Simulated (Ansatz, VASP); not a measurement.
Two plane-wave programs on SiMo3

File INCAR:

```
SYSTEM = SiMo3
  PREC = Accurate
  ENCUT = 520
  EDIFF = 1E-6
  ISMEAR = 0
  SIGMA = 0.1
  LREAL = .FALSE.
  LASPH = .TRUE.
  NELM = 100
  ALGO = Fast
  ISIF = 2
  LWAVE = .FALSE.
  LCHARG = .FALSE.
  GGA = PE
  NBANDS = 56
```

File KPOINTS:

```
regular mesh
0
G
  8 8 8
  0 0 0
```

Contents of POSCAR:

```
SiMo3
1.0
    4.8062937088      0.0000000000      0.0000000000
    0.0000000000      4.8062937088      0.0000000000
    0.0000000000      0.0000000000      4.8062937088
Si Mo
2 6
Direct
    0.0000000000      0.0000000000      0.0000000000
    0.5000000000      0.5000000000      0.5000000000
    0.2500000000      0.0000000000      0.5000000000
    0.5000000000      0.7500000000      0.0000000000
    0.7500000000      0.0000000000      0.5000000000
    0.5000000000      0.2500000000      0.0000000000
    0.0000000000      0.5000000000      0.7500000000
    0.0000000000      0.5000000000      0.2500000000
```

Input for Ansatz:

```yaml
crystal:
  lattice:
    - [4.8062937088, 0.0, 0.0]
    - [0.0, 4.8062937088, 0.0]
    - [0.0, 0.0, 4.8062937088]
  atoms:
    - { symbol: Si, position: [0.0, 0.0, 0.0] }
    - { symbol: Si, position: [0.5, 0.5, 0.5] }
    - { symbol: Mo, position: [0.25, 0.0, 0.5] }
    - { symbol: Mo, position: [0.5, 0.75, 0.0] }
    - { symbol: Mo, position: [0.75, 0.0, 0.5] }
    - { symbol: Mo, position: [0.5, 0.25, 0.0] }
    - { symbol: Mo, position: [0.0, 0.5, 0.75] }
    - { symbol: Mo, position: [0.0, 0.5, 0.25] }
basis:
  ecutwfc: 420
kpoints:
  mp_grid: { grid: [8, 8, 8] }
hamiltonian:
  xc: pbe
scf:
  occupations: { method: gaussian, width: 0.1 }
output:
  forces: true
  stress: true
  eigenvalues: true
```

Alike in both runs: task single point; functional PBE; k mesh 8 × 8 × 8; occupations gaussian, width 0.1 eV; no spin polarisation.

|  | VASP | Ansatz |
| --- | --- | --- |
| version | VASP 6.6.1 | Ansatz 0.2.0 |
| potentials or method | VASP PAW PBE potentials, release 64 (Si, Mo_sv), cutoff 520 eV | scalar-relativistic, plane waves, PAW |
| valence electrons in the cell | 92 | 92 |

Ansatz gave:

* gap on the k mesh at the Fermi level (eV): none
* pressure (GPa): 17.6

**Question.** Estimate VASP's values.

**Answer.** gap on the k mesh at the Fermi level (eV): none; pressure (GPa): 18.2.

A gap of «none» marks a metal or a gap that the smearing closes. The functional is the same, so the differences come from potentials, cutoffs and numerics.
